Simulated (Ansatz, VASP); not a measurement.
**BaF2: VASP beside Ansatz**

INCAR

```
SYSTEM = BaF2
PREC = Accurate
ENCUT = 600
EDIFF = 1E-6
ISMEAR = 0
SIGMA = 0.01
LREAL = .False.
LASPH = .True.
NELM = 120
ALGO = Normal
ISIF = 2
LWAVE = .False.
LCHARG = .False.
GGA = PE
NBANDS = 19
GGA_COMPAT = .False.
```

File KPOINTS:

```
Automatic mesh
0
Gamma
  6 6 6
  0 0 0
```

The input POSCAR:

```
BaF2
1.0
    0.0000000000      3.1534128807      3.1534128807
    3.1534128807      0.0000000000      3.1534128807
    3.1534128807      3.1534128807      0.0000000000
Ba F
1 2
Direct
    0.0000000000      0.0000000000      0.0000000000
    0.2500000000      0.2500000000      0.2500000000
    0.7500000000      0.7500000000      0.7500000000
```

Input for Ansatz:

```yaml
crystal:
  lattice:
    - [0.0, 3.1534128807, 3.1534128807]
    - [3.1534128807, 0.0, 3.1534128807]
    - [3.1534128807, 3.1534128807, 0.0]
  atoms:
    - { symbol: Ba, position: [0.0, 0.0, 0.0] }
    - { symbol: F, position: [0.25, 0.25, 0.25] }
    - { symbol: F, position: [0.75, 0.75, 0.75] }
kpoints:
  mp_grid: { grid: [6, 6, 6] }
hamiltonian:
  xc: pbe
scf:
  occupations: { method: fixed }
  n_extra_bands: 4
output:
  forces: true
  stress: true
  eigenvalues: true
```

Alike in both runs: task single point; functional PBE; k mesh 6 × 6 × 6; no spin polarisation.

|  | VASP | Ansatz |
| --- | --- | --- |
| version | VASP 6.6.1 | Ansatz 0.2.0 |
| potentials or method | VASP PAW PBE potentials, release 64 (Ba_sv, F) | plane waves, PAW |
| plane-wave cutoff (eV) | 600 | 420 |
| occupations | gaussian, width 0.01 eV | fixed |
| valence electrons in the cell | 24 | 24 |

VASP gave:

- gap on the k mesh at the Fermi level (eV): 6.55
- pressure (GPa): -0.7

Which values does Ansatz return?

gap on the k mesh at the Fermi level (eV): 6.61; pressure (GPa): -1.5.

Neither program's run includes spin-orbit coupling.
